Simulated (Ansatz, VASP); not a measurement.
# Two plane-wave programs on C

Contents of INCAR:

```
SYSTEM = C
  ALGO = Normal
  EDIFF = 1E-6
  EDIFFG = -0.01
  ENCUT = 600
  GGA = PE
  IBRION = 2
  ISIF = 3
  ISMEAR = 0
  LASPH = .TRUE.
  LCHARG = .FALSE.
  LREAL = .FALSE.
  LWAVE = .FALSE.
  NELM = 100
  NSW = 100
  PREC = Accurate
  SIGMA = 0.1
```

Contents of KPOINTS:

```
k-points
0
G
  18 18 8
  0 0 0
```

File POSCAR:

```
C
1.0
    2.9392295135      0.0000000000      0.0000000000
   -1.4696147567      2.5454474262      0.0000000000
    0.0000000000      0.0000000000      6.0501639667
C
4
Direct
    0.5000000000      0.0000000000      0.5000000000
    0.0000000000      0.5000000000      0.5000000000
    0.5000000000      0.5000000000      0.5000000000
    0.0000000000      0.0000000000      0.0000000000
```

Input for Ansatz:

```yaml
crystal:
  lattice:
    - [2.9392295135, 0.0, 0.0]
    - [-1.4696147567, 2.5454474262, 0.0]
    - [0.0, 0.0, 6.0501639667]
  atoms:
    - { symbol: C, position: [0.5, 0.0, 0.5] }
    - { symbol: C, position: [0.0, 0.5, 0.5] }
    - { symbol: C, position: [0.5, 0.5, 0.5] }
    - { symbol: C, position: [0.0, 0.0, 0.0] }
basis:
  ecutwfc: 420
kpoints:
  mp_grid: { grid: [18, 18, 8] }
hamiltonian:
  xc: pbe
scf:
  occupations: { method: gaussian, width: 0.1 }
output:
  forces: true
  stress: true
  eigenvalues: true
relax:
  adjacent_minimum: "off"
  f_tol: 0.01
  max_steps: 80
  cell: { stress_tol: 0.05 }
```

Alike in both runs: task relaxation of cell and atoms; functional PBE; k mesh 18 × 18 × 8; occupations gaussian, width 0.1 eV; no spin polarisation.

|  | VASP | Ansatz |
| --- | --- | --- |
| version | VASP 6.6.1 | Ansatz 0.2.0 |
| potentials or method | VASP PAW PBE potentials, release 64 (C), cutoff 600 eV | scalar-relativistic, plane waves, PAW |
| valence electrons in the cell | 16 | 16 |

|  | VASP | Ansatz | Ansatz less VASP |
| --- | --- | --- | --- |
| gap on the k mesh at the Fermi level, each at its own relaxed structure (eV) | none | none | - |
| relaxed volume (Å³/atom) | 11.57 | 11.75 | +0.185 |
| relaxed length of the cell vector where the two differ most in proportion (Å) | 6.167 | 6.266 | +0.0983 |

A gap of «none» marks a metal or a gap that the smearing closes.
